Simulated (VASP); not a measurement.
# W (a cell with a defect) in VASP: further runs

Runs on W (a cell with a defect). Level: PBE+D3(BJ). Tasks: single point.

All numbers are computed with VASP 6.6.1; they aren't measurements. Logs are shortened: lines on timing, memory, paths and dates and some standing lists are left out, and cuts for length are marked.

### 1 The cell of the first run

The cell holds a defect, 15 atoms: a = 6.320 Å, b = 6.320 Å, c = 6.320 Å, α = 90.00°, β = 90.00°, γ = 90.00°.

### 2 Single point, PBE+D3(BJ)

INCAR

```
ALGO = Normal
EDIFF = 1E-6
ENCUT = 520
GGA = PE
ISIF = 2
ISMEAR = 0
IVDW = 12
LASPH = True
LCHARG = False
LREAL = Auto
LWAVE = False
NBANDS = 118
NELM = 60
PREC = Accurate
SIGMA = 0.1
```

KPOINTS

```
k-points
0
Gamma
  3 3 3
```

POSCAR

```
W
1.0
    6.3200000000      0.0000000000      0.0000000000
    0.0000000000      6.3200000000      0.0000000000
    0.0000000000      0.0000000000      6.3200000000
W
15
Direct
    0.0969178797     -0.0959349684     -0.0950773734
    0.5040235759      0.0036292722      0.0047618671
   -0.0042927215      0.4954373418      0.0043308544
   -0.0044104430      0.0033631329      0.4963246835
    0.2496946203      0.2477856013      0.2488373418
    0.4932229430      0.5060210443     -0.0018395570
    0.4931117089     -0.0029161392      0.5071655063
    0.7526026899      0.2466699367      0.2476935127
    0.0018392405      0.5057212025      0.5066987342
    0.2544862342      0.7447583861      0.2612664557
    0.2544825949      0.2602878165      0.7457636076
    0.5006541139      0.4987621835      0.4998710443
    0.7517218354      0.7499281646      0.2490716772
    0.7517117089      0.2479602848      0.7509493671
    0.7402330696      0.7453332278      0.7463957278
```

Potentials or basis: VASP PAW PBE potentials, release 64 (W_sv).

The run is started by

```
cat potpaw_PBE.64/W_sv/POTCAR > POTCAR
mpirun -np 1 vasp_std > vasp.out
```

OUTCAR:

```text
EDIFF = 1E-6
   ENCUT = 520
   GGA = PE
   ISIF = 2
   ISMEAR = 0
   IVDW = 12
   LASPH = True
   LREAL = Auto
   NELM = 60
   PREC = Accurate
 IVDW          = 12

 ion  position               nearest neighbor table
   1  0.097  0.904  0.905-  11 2.66  10 2.66  15 2.66   2 2.72   4 2.73   3 2.73   5 3.22  14 3.23
                            13 3.23
   2  0.504  0.004  0.005-   8 2.68   5 2.71  13 2.72  14 2.72   1 2.72  15 2.75  10 2.79  11 2.79
                             7 3.15   6 3.15   6 3.18   7 3.18
   3  0.996  0.495  0.004-   8 2.68  13 2.71  14 2.72   5 2.72   1 2.73  11 2.75  15 2.79  10 2.79
                             6 3.15   9 3.15   9 3.18   6 3.18
   4  0.996  0.003  0.496-   8 2.68  14 2.71  13 2.72   5 2.72   1 2.73  10 2.75  15 2.79  11 2.79
                             7 3.15   9 3.15   9 3.18   7 3.18
   5  0.250  0.248  0.249-   2 2.71   4 2.72   3 2.72   6 2.75   7 2.75  12 2.75   9 2.79   8 3.14
                            11 3.14  10 3.14   8 3.18  10 3.18  11 3.18   1 3.22
   6  0.493  0.506  0.998-  11 2.69  15 2.69  10 2.71   5 2.75  13 2.75  14 2.79   8 2.80   3 3.15
                             2 3.15  12 3.15  12 3.17   2 3.18   3 3.18
   7  0.493  0.997  0.507-  10 2.69  15 2.69  11 2.70   5 2.75  14 2.75  13 2.79   8 2.80   4 3.15
                             2 3.15  12 3.15  12 3.17   2 3.18   4 3.18
   8  0.753  0.247  0.248-   2 2.68   4 2.68   3 2.68  12 2.76   9 2.80   6 2.80   7 2.80  13 3.14
                            14 3.14   5 3.14   5 3.18  14 3.18  13 3.18
   9  0.002  0.506  0.507-  10 2.69  11 2.69  15 2.71  13 2.74  14 2.75   5 2.79   8 2.80   3 3.15
                             4 3.15  12 3.15  12 3.17   4 3.18   3 3.18
  10  0.254  0.745  0.261-   1 2.66  12 2.67   7 2.69   9 2.69   6 2.71   4 2.75   2 2.79   3 2.79
                             5 3.14  13 3.14  13 3.18   5 3.18
  11  0.254  0.260  0.746-   1 2.66  12 2.67   6 2.69   9 2.69   7 2.70   3 2.75   2 2.79   4 2.79
                             5 3.14  14 3.14  14 3.18   5 3.18
  12  0.501  0.499  0.500-  11 2.67  10 2.67  15 2.67  14 2.75   5 2.75  13 2.75   8 2.76   6 3.15
                             7 3.15   9 3.15   9 3.17   7 3.17   6 3.17
  13  0.752  0.750  0.249-   3 2.71   4 2.72   2 2.72   9 2.74  12 2.75   6 2.75   7 2.79   8 3.14
                            10 3.14  15 3.14  15 3.18  10 3.18   8 3.18   1 3.23
  14  0.752  0.248  0.751-   4 2.71   3 2.72   2 2.72   9 2.75  12 2.75   7 2.75   6 2.79   8 3.14
                            11 3.14  15 3.14  15 3.18  11 3.18   8 3.18   1 3.23
  15  0.740  0.745  0.746-   1 2.66  12 2.67   6 2.69   7 2.69   9 2.71   2 2.75   3 2.79   4 2.79
                            13 3.14  14 3.14  14 3.18  13 3.18

  LATTYP: Found a simple cubic cell.
 ALAT       =     6.3200000000

  Lattice vectors:

 A1 = (   6.3200000000,   0.0000000000,   0.0000000000)
 A2 = (   0.0000000000,   6.3200000000,   0.0000000000)
 A3 = (   0.0000000000,   0.0000000000,   6.3200000000)

Analysis of symmetry for initial positions (statically):
=====================================================================
 Subroutine PRICEL returns:
 Original cell was already a primitive cell.

 Routine SETGRP: Setting up the symmetry group for a
 simple cubic supercell.

 Subroutine GETGRP returns: Found  1 space group operations
 (whereof  1 operations were pure point group operations)
 out of a pool of 48 trial point group operations.

The static configuration has the point symmetry C_1 .

Analysis of symmetry for dynamics (positions and initial velocities):
=====================================================================
 Subroutine PRICEL returns:
 Original cell was already a primitive cell.

 Routine SETGRP: Setting up the symmetry group for a
 simple cubic supercell.

 Subroutine GETGRP returns: Found  1 space group operations
 (whereof  1 operations were pure point group operations)
 out of a pool of 48 trial point group operations.

The dynamic configuration has the point symmetry C_1 .

 Subroutine INISYM returns: Found  1 space group operations
 (whereof  1 operations are pure point group operations),
 and found     1 'primitive' translations

----------------------------------------------------------------------------------------

                                     Primitive cell

  volume of cell :     252.4360

  direct lattice vectors                    reciprocal lattice vectors
     6.320000000  0.000000000  0.000000000     0.158227848  0.000000000  0.000000000
     0.000000000  6.320000000  0.000000000     0.000000000  0.158227848  0.000000000
     0.000000000  0.000000000  6.320000000     0.000000000  0.000000000  0.158227848

  length of vectors
     6.320000000  6.320000000  6.320000000     0.158227848  0.158227848  0.158227848

  position of ions in fractional coordinates (direct lattice)
     0.096917880  0.904065032  0.904922627
     0.504023576  0.003629272  0.004761867
[... 23 lines left out ...]
   NELM   =     60;   NELMIN=  2; NELMDL= -5     # of ELM steps
   EDIFF  = 0.1E-05   stopping-criterion for ELM
   LREAL  =      T    real-space projection
   EDIFFG = 0.1E-04   stopping-criterion for IOM
   NSW    =      0    number of steps for IOM
   IBRION =     -1    ionic relax: 0-MD 1-quasi-New 2-CG
   NFREE  =      0    steps in history (QN), initial steepest desc. (CG)
   ISIF   =      2    stress and relaxation
   ISYM   =      2    0-nonsym 1-usesym 2-fastsym
   POTIM  = 0.5000    time-step for ionic-motion
   TEBEG  =    0.0;   TEEND  =   0.0 temperature during run
   PSTRESS=    0.0 pullay stress
   NELECT =     210.0000    total number of electrons
   NUPDOWN=      -1.0000    fix difference up-down
   EMIN   =  10.00;   EMAX   =-10.00  energy-range for DOS
   EFERMI =   0.00;   METHOD = LEGACY
   ISMEAR =     0;   SIGMA  =   0.10  broadening in eV -4-tet -1-fermi 0-gaus
   EFERMI_NEDOS =   21; number of points for ismear=-14 and -15
   IALGO  =     38    algorithm
   IMIX   =      4    mixing-type and parameters
     AMIX     =   0.40;   BMIX     =  1.00
     AMIX_MAG =   1.60;   BMIX_MAG =  1.00
  volume/ion in A,a.u.               =      16.83       113.57
  Fermi-wavevector in a.u.,A,eV,Ry     =   1.539681  2.909576 32.254225  2.370619
  Thomas-Fermi vector in A             =   2.645875
   LORBIT       =      0    0 simple, 1 ext, 2 COOP (PROOUT), +10 PAW based schemes
   GGA     = PE    functional components
   LHFCALC =     F    Hartree Fock is set to
   AEXX    =    0.0000 exact exchange contribution
   IVDW    =    12    specifies the selected vdW correction
   LEPSILON=     F    determine dielectric tensor
   LRPA    =     F    only Hartree local field effects (RPA)
 non-spin polarized calculation
 Gauss-broadening in eV      SIGMA  =   0.10
  energy-cutoff  :      520.00
  volume of cell :      252.44
 maximum number of plane-waves:      6859
   NGX = 23   NGY = 23   NGZ = 23

 number of electron     210.0000009 magnetization

 Free energy of the ion-electron system (eV)
  ---------------------------------------------------
  ext. energy  EPLUGINS =         0.00000000
  ---------------------------------------------------
  free energy    TOTEN  =      -189.30702318 eV

  energy without entropy =     -189.25449930  energy(sigma->0) =     -189.28076124

 E-fermi :  10.3236     XC(G=0): -13.2316

 val. band max:       10.2635997097   @ k =   0.0000   0.0000   0.3333
 cond. band min:      10.3632542296   @ k =   0.0000   0.3333   0.3333
 fundamental gap:      0.0996545199
 Fermi energy:        10.3236060867

 k-point     1 :       0.0000    0.0000    0.0000
  band No.  band energies     occupation
      1     -63.8455      2.00000
      2     -63.6141      2.00000
      3     -63.5569      2.00000
      4     -63.5538      2.00000
      5     -63.5464      2.00000
      6     -63.5457      2.00000
[... 1669 lines left out ...]
    116      12.4029      0.00000
    117      12.5106      0.00000
 [bands above 117 left out]

------------------------ aborting loop because EDIFF is reached ----------------------------------------

 Edisp (eV)   -9.80829

 E8    (eV) :    -5.0270

  FORCE on cell =-STRESS in cart. coord.  units (eV):
  Direction    XX          YY          ZZ          XY          YZ          ZX
  --------------------------------------------------------------------------------------
  -------------------------------------------------------------------------------------
  Total      -8.59719    -8.69477    -8.70516     3.44663    -3.48686     3.45307
  in kB     -54.56520   -55.18452   -55.25051    21.87531   -22.13061    21.91618
  external pressure =      -55.00 kB  Pullay stress =        0.00 kB

 VOLUME and BASIS-vectors are now :
 -----------------------------------------------------------------------------
  energy-cutoff  :      520.00
  volume of cell :      252.44
      direct lattice vectors                 reciprocal lattice vectors
     6.320000000  0.000000000  0.000000000     0.158227848  0.000000000  0.000000000
     0.000000000  6.320000000  0.000000000     0.000000000  0.158227848  0.000000000
     0.000000000  0.000000000  6.320000000     0.000000000  0.000000000  0.158227848

 POSITION                                       TOTAL-FORCE (eV/Angst)
 -----------------------------------------------------------------------------------
      0.61252      5.71369      5.71911        -0.071414     -0.009752     -0.001039
      3.18543      0.02294      0.03010         0.007810     -0.007296     -0.011771
      6.29287      3.13116      0.02737         0.020861      0.016282      0.013608
      6.29213      0.02125      3.13677         0.027804      0.010015      0.024110
      1.57807      1.56601      1.57265        -0.012201     -0.004314     -0.010501
      3.11717      3.19805      6.30837         0.010871      0.017557      0.002456
      3.11647      6.30157      3.20529         0.014320      0.000612      0.014246
      4.75645      1.55895      1.56542         0.009773     -0.004348     -0.007416
      0.01162      3.19616      3.20234         0.020977      0.016985      0.020615
      1.60835      4.70687      1.65120        -0.001256      0.007194     -0.017707
      1.60833      1.64502      4.71323        -0.001613     -0.017692      0.010027
      3.16413      3.15218      3.15918         0.016672      0.012125      0.004796
      4.75088      4.73955      1.57413        -0.008584     -0.007359     -0.019136
      4.75082      1.56711      4.74600        -0.005255     -0.012893     -0.005560
      4.67827      4.71051      4.71722        -0.028765     -0.017116     -0.016727
 -----------------------------------------------------------------------------------
    total drift:                               -0.002595      0.005445     -0.002309

  FREE ENERGIE OF THE ION-ELECTRON SYSTEM (eV)
  ---------------------------------------------------
  free  energy   TOTEN  =      -199.1153146624 eV

  energy  without entropy=     -199.0627907799  energy(sigma->0) =     -199.08905272
```

Wall time 9.9 min (1 thread of AMD EPYC 9R14 (Zen 4), shared host); peak memory 0.43 GiB.

Results:

```yaml
Free_energy: -199.1153 eV
Pressure: -5.5 GPa
Largest_force: 0.072 eV/Å
Band_gap_on_the_k_mesh: zero (band 105 reaches 10.38 eV, above the bottom of band 106 at 10.36 eV)
Dispersion_energy_per_atom: -0.654 eV
```

Forces on the atoms (eV/Å):
```
W   -0.071 -0.010 -0.001
W    0.008 -0.007 -0.012
W    0.021  0.016  0.014
W    0.028  0.010  0.024
W   -0.012 -0.004 -0.011
W    0.011  0.018  0.002
W    0.014  0.001  0.014
W    0.010 -0.004 -0.007
W    0.021  0.017  0.021
W   -0.001  0.007 -0.018
W   -0.002 -0.018  0.010
W    0.017  0.012  0.005
W   -0.009 -0.007 -0.019
W   -0.005 -0.013 -0.006
W   -0.029 -0.017 -0.017
```

Stress tensor (GPa, compression positive):
```
-5.46  2.19  2.19
 2.19 -5.52 -2.21
 2.19 -2.21 -5.53
```

Caveat: spin-orbit coupling is left out, which moves the levels of the heavy elements.

### 3 Single point, PBE+D3(BJ)

INCAR

```
ALGO = Normal
EDIFF = 1E-6
ENCUT = 520
GGA = PE
ISIF = 2
ISMEAR = 0
IVDW = 12
LASPH = T
LCHARG = F
LREAL = Auto
LWAVE = F
NBANDS = 118
NELM = 100
PREC = Accurate
SIGMA = 0.1
```

KPOINTS is that of step 2.

POSCAR

```
W
1.0
    6.3200000000      0.0000000000      0.0000000000
    0.0000000000      6.3200000000      0.0000000000
    0.0000000000      0.0000000000      6.3200000000
W
15
Direct
    0.0325742089     -0.0321514241     -0.0309428797
    0.5031537975      0.0023645570      0.0038917722
   -0.0028416139      0.4966003165      0.0033185127
   -0.0030208861      0.0019819620      0.4978708861
    0.2493022152      0.2483549051      0.2498219937
    0.4956063291      0.5037575949      0.0000526899
    0.4954170886     -0.0015145570      0.5053648734
    0.7513745253      0.2478068038      0.2492444620
    0.0002759494      0.5032856013      0.5046950949
    0.2530324367      0.7460596519      0.2556425633
    0.2530406646      0.2543403481      0.7475161392
    0.4951068038      0.5039789557      0.5055216772
    0.7508438291      0.7500007911      0.2498854430
    0.7508569620      0.2483859177      0.7514503165
    0.7456759494      0.7462770570      0.7477655063
```

Potentials or basis: VASP PAW PBE potentials, release 64 (W_sv).

The run is started by

```
cat potpaw_PBE.64/W_sv/POTCAR > POTCAR
mpirun -np 1 vasp_std > vasp.out
```

Run time: 11 min. Hardware: 1 thread of Intel Xeon Platinum 8375C at 2.90GHz (Ice Lake), shared host; peak memory 0.47 GiB.

The run converged. Its results:

| Property | Result |
| --- | --- |
| Free energy | -200.2968 eV |
| Pressure | -6.5 GPa |
| Largest force | 1.837 eV/Å |
| Band gap on the k mesh | zero (band 105 reaches 10.36 eV, above the bottom of band 106 at 10.23 eV) |
| Dispersion energy per atom | -0.654 eV |

Forces on the atoms (eV/Å):
```
W   -1.095  1.039  1.048
W    0.022 -0.117 -0.123
W    0.116 -0.038 -0.095
W    0.125 -0.099 -0.031
W    0.082 -0.070 -0.073
W    0.100 -0.095 -0.111
W    0.106 -0.109 -0.100
W    0.048 -0.038 -0.039
W    0.124 -0.081 -0.081
W    0.012  0.003 -0.220
W    0.011 -0.230  0.004
W    0.020  0.000 -0.007
W    0.074 -0.083 -0.073
W    0.072 -0.068 -0.084
W    0.185 -0.014 -0.015
```

Stress tensor (GPa, compression positive):
```
-6.52  1.10  1.11
 1.10 -6.48 -1.07
 1.11 -1.07 -6.49
```

Levels at points of the mesh, in eV from the Fermi level:
```csv
k point,band 102,band 103,band 104,band 105,band 106,band 107,band 108,band 109
"(0.00, 0.00, 0.00)",-0.12,-0.06,-0.05,-0.04,0.89,0.90,1.09,1.10
```

Caveat: spin-orbit coupling is left out, which moves the levels of the heavy elements.

### 4 Single point, PBE+D3(BJ)

INCAR

```
SYSTEM = W
  PREC = Accurate
  ENCUT = 520
  EDIFF = 1E-7
  ISMEAR = 0
  SIGMA = 0.1
  LREAL = Auto
  LASPH = .True.
  NELM = 60
  ALGO = Normal
  ISIF = 2
  LWAVE = .False.
  LCHARG = .False.
  GGA = PE
  IVDW = 12
  NBANDS = 118
```

KPOINTS

```
Automatic mesh
0
Gamma
  3 3 3
  0 0 0
```

POSCAR

```
W
1.0
    6.3200000000      0.0000000000      0.0000000000
    0.0000000000      6.3200000000      0.0000000000
    0.0000000000      0.0000000000      6.3200000000
W
15
Direct
    0.1864780063     -0.1866655063     -0.1862566456
    0.5066613924      0.0057025316      0.0061137658
   -0.0058946203      0.4931482595      0.0061128165
   -0.0058931962      0.0057014241      0.4935591772
    0.2508882911      0.2466757911      0.2470859177
    0.4972818038      0.5025280063      0.0001662975
    0.4972795886     -0.0002444620      0.5029387658
    0.7538764241      0.2459305380      0.2463425633
    0.0000517405      0.5025267405      0.5029386076
    0.2528193038      0.7469871835      0.2556541139
    0.2528212025      0.2552460443      0.7473977848
    0.4972022152      0.5026049051      0.5030151899
    0.7531310127      0.7489186709      0.2470879747
    0.7531329114      0.2466751582      0.7493310127
    0.7445634494      0.7469868671      0.7473982595
```

The run is started by

```
cat potpaw_PBE.64/W_sv/POTCAR > POTCAR
mpirun -np 1 vasp_std > vasp.out
```

Wall time 5.7 min (1 thread of Intel Xeon Platinum 8488C (Sapphire Rapids), shared host); peak memory 0.38 GiB.

The run converged. Its results:

```
Free energy                : -199.5435 eV
Pressure                   : -6.0 GPa
Largest force              : 2.221 eV/Å
Band gap on the k mesh     : zero (band 105 reaches 10.33 eV, above the bottom of band 106 at 10.14 eV)
Dispersion energy per atom : -0.654 eV
```

Forces on the atoms (eV/Å):
```
W    1.282 -1.282 -1.282
W   -0.111  0.163  0.163
W   -0.163  0.111  0.163
W   -0.163  0.163  0.111
W   -0.067  0.100  0.100
W   -0.025  0.025  0.113
W   -0.025  0.113  0.025
W    0.012 -0.012 -0.012
W   -0.113  0.025  0.025
W   -0.126  0.126  0.045
W   -0.126  0.045  0.126
W   -0.133  0.133  0.133
W   -0.100  0.067  0.100
W   -0.100  0.100  0.067
W   -0.045  0.126  0.126
```

Stress tensor (GPa, compression positive):
```
-5.95  1.97  1.97
 1.97 -5.95 -1.97
 1.97 -1.97 -5.95
```

Levels at points of the mesh, in eV from the Fermi level:
```
           k point  band 101  band 102  band 103  band 104  band 105  band 106  band 107  band 108  band 109  band 110
(0.00, 0.00, 0.00)     -0.27     -0.27     -0.04      0.04      0.04      0.84      0.84      1.11      1.11      1.11
```

Caveat: spin-orbit coupling is left out, which moves the levels of the heavy elements.

### 5 Single point, PBE+D3(BJ)

INCAR

```
SYSTEM = W
PREC = Accurate
ENCUT = 520
EDIFF = 1E-7
ISMEAR = 0
SIGMA = 0.1
LREAL = Auto
LASPH = .TRUE.
NELM = 60
ALGO = Normal
ISIF = 2
LWAVE = .FALSE.
LCHARG = .FALSE.
GGA = PE
IVDW = 12
NBANDS = 118
```

KPOINTS

```
Automatic mesh
0
G
  3 3 3
  0 0 0
```

POSCAR

```
W
1.0
    6.3200000000      0.0000000000      0.0000000000
    0.0000000000      6.3200000000      0.0000000000
    0.0000000000      0.0000000000      6.3200000000
W
15
Direct
    0.1572132911     -0.1560427215     -0.1560859177
    0.5097041139      0.0053716772      0.0061436709
   -0.0055783228      0.4908126582      0.0057924051
   -0.0058136076      0.0053088608      0.4909700949
    0.2465960443      0.2438580696      0.2445868671
    0.4974376582      0.5022892405      0.0011825949
    0.4973838608      0.0006250000      0.5029039557
    0.7484965190      0.2509354430      0.2515599684
   -0.0008177215      0.5022664557      0.5027604430
    0.2527177215      0.7463762658      0.2556080696
    0.2528082278      0.2548985759      0.7471126582
    0.4958873418      0.5037515823      0.5044759494
    0.7551471519      0.7525610759      0.2452033228
    0.7552933544      0.2442844937      0.7534537975
    0.7451238924      0.7467871835      0.7476601266
```

The run is started by

```
cat potpaw_PBE.64/W_sv/POTCAR > POTCAR
mpirun -np 1 vasp_std > vasp.out
```

Wall time 12 min (1 thread of Intel Xeon Platinum 8259CL at 2.50GHz (Skylake/Cascade Lake), shared host); peak memory 0.46 GiB.

The run converged. Its results:

| Quantity | Value |
| --- | --- |
| Free energy | -199.1192 eV |
| Pressure | -5.5 GPa |
| Largest force | 0.177 eV/Å |
| Dispersion energy per atom | -0.654 eV |

Forces in eV/Å, atoms in the order of the input:
```
W    0.057 -0.134 -0.100
W   -0.019  0.012  0.007
W   -0.017 -0.012  0.021
W   -0.009  0.013  0.007
W    0.001  0.012  0.001
W   -0.004  0.001  0.020
W   -0.001  0.014  0.007
W    0.015  0.017  0.009
W   -0.027 -0.003  0.010
W    0.004  0.033 -0.025
W   -0.001 -0.011  0.024
W   -0.035  0.035  0.035
W    0.016  0.014 -0.014
W    0.015  0.000  0.003
W    0.008  0.009 -0.005
```

Stress tensor (GPa, compression positive):
```
-5.52  2.23  2.25
 2.23 -5.48 -2.23
 2.25 -2.23 -5.51
```

Levels at points of the mesh, in eV from the Fermi level:
```csv
k point,band 101,band 102,band 103,band 104,band 105,band 106,band 107,band 108,band 109,band 110
"(0.00, 0.00, 0.00)",-0.29,-0.28,-0.08,0.04,0.04,0.79,0.79,0.90,1.03,1.04
```

Caveat: spin-orbit coupling is left out, which moves the levels of the heavy elements.
